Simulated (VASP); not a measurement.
Set up this calculation in VASP 6.6.1, as the native input.

* Task: single point
* Functional: PBE
* Potentials or basis: VASP PAW PBE potentials, release 64 (Cd, In_d, S)
* Cutoff: 520 eV
* k mesh: 6 × 6 × 4
* Occupations: gaussian, width 0.1 eV
* Spin: no spin polarisation
* Dipole correction: no
* Further INCAR settings: ALGO = Normal; EDIFF = 1e-07; NBANDS = 26

The structure of CdInS2 lies in POSCAR:

```
CdInS2
1.0
    3.8694961422      0.0000000000      0.0000000000
   -1.9347480711      3.3510819590      0.0000000000
    0.0000000000      0.0000000000      6.8105290000
Cd In S
1 1 2
Direct
    0.0000000000      0.0000000000      0.0000000000
    0.0000000000      0.0000000000      0.5000000000
    0.6666666700      0.3333333300      0.7550490000
    0.3333333300      0.6666666700      0.2449510000
```

The input as run:

INCAR

```
SYSTEM = CdInS2
  ALGO = Normal
  EDIFF = 1E-7
  ENCUT = 520
  GGA = PE
  ISIF = 2
  ISMEAR = 0
  LASPH = .TRUE.
  LCHARG = .FALSE.
  LREAL = .FALSE.
  LWAVE = .FALSE.
  NBANDS = 26
  NELM = 100
  PREC = Accurate
  SIGMA = 0.1
```

KPOINTS

```
k-points
0
G
  6 6 4
  0 0 0
```

Potentials or basis: VASP PAW PBE potentials, release 64 (Cd, In_d, S).

Command:

```bash
$ cat potpaw_PBE.64/Cd/POTCAR potpaw_PBE.64/In_d/POTCAR potpaw_PBE.64/S/POTCAR > POTCAR
$ mpirun -np 1 vasp_std > vasp.out
```

Results of the run:

```
Pressure               : 0.2 GPa
Largest force          : 0.050 eV/Å
Band gap on the k mesh : zero (an odd number of electrons rules out a gap without spin polarisation)
```

Caveat: spin-orbit coupling is left out, which moves the levels of the heavy elements.

It took 26 s on 1 thread of AMD EPYC 9R45 96-Core Processor (Zen 5), on a shared host, peak memory 0.21 GiB.
